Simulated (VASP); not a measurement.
Here is a VASP 6.6.1 calculation.

INCAR

```
PREC     = Accurate       # precision mode
ENCUT    = 520            # plane-wave cutoff, eV
EDIFF    = 1E-6           # SCF threshold, eV
ISMEAR   = 0              # smearing method
SIGMA    = 0.02           # smearing width, eV
LREAL    = F              # projectors in reciprocal space
LASPH    = T              # aspherical terms in the spheres
NELM     = 80             # most SCF steps
ALGO     = Normal         # electronic algorithm
ISIF     = 2              # what is computed and relaxed
LWAVE    = F              # write WAVECAR
LCHARG   = F              # write CHGCAR
GGA      = PE             # functional
NBANDS   = 30             # bands
```

Contents of KPOINTS:

```
Automatic mesh
0
Gamma
  6 6 6
```

POSCAR

```
ScAl3N4
1.0
    4.5289307496      0.0000000000      0.0000000000
    0.0000000000      4.5289307496      0.0000000000
    0.0000000000      0.0000000000      4.5289307496
Sc Al N
1 3 4
Direct
    0.0000000000      0.0000000000      0.0000000000
    0.5000000000      0.0000000000      0.5000000000
    0.0000000000      0.5000000000      0.5000000000
    0.5000000000      0.5000000000      0.0000000000
    0.7372847896      0.2627152104      0.7372847896
    0.2627152104      0.7372847896      0.7372847896
    0.2627152104      0.2627152104      0.2627152104
    0.7372847896      0.7372847896      0.2627152104
```

Potentials or basis: VASP PAW PBE potentials, release 64 (Sc_sv, Al, N).

Launch:

```console
$ cat potpaw_PBE.64/Sc_sv/POTCAR potpaw_PBE.64/Al/POTCAR potpaw_PBE.64/N/POTCAR > POTCAR
$ mpirun -np 1 vasp_std > vasp.out
```

Question: Predict the band gap on the k mesh.

Answer: 3.26 eV, indirect (least direct gap 3.68 eV).

Question: Estimate the largest force.

Answer: 0.064 eV/Å.

Question: Predict the pressure.

Answer: 0.1 GPa.

Forces in eV/Å, atoms in the order of the input:
```
Sc   0.000  0.000  0.000
Al   0.000  0.000  0.000
Al   0.000  0.000  0.000
Al   0.000  0.000  0.000
N   -0.037  0.037 -0.037
N    0.037 -0.037 -0.037
N    0.037  0.037  0.037
N   -0.037 -0.037  0.037
```

A k mesh can miss the band edges. As with any semilocal functional, this PBE gap is likely too small.
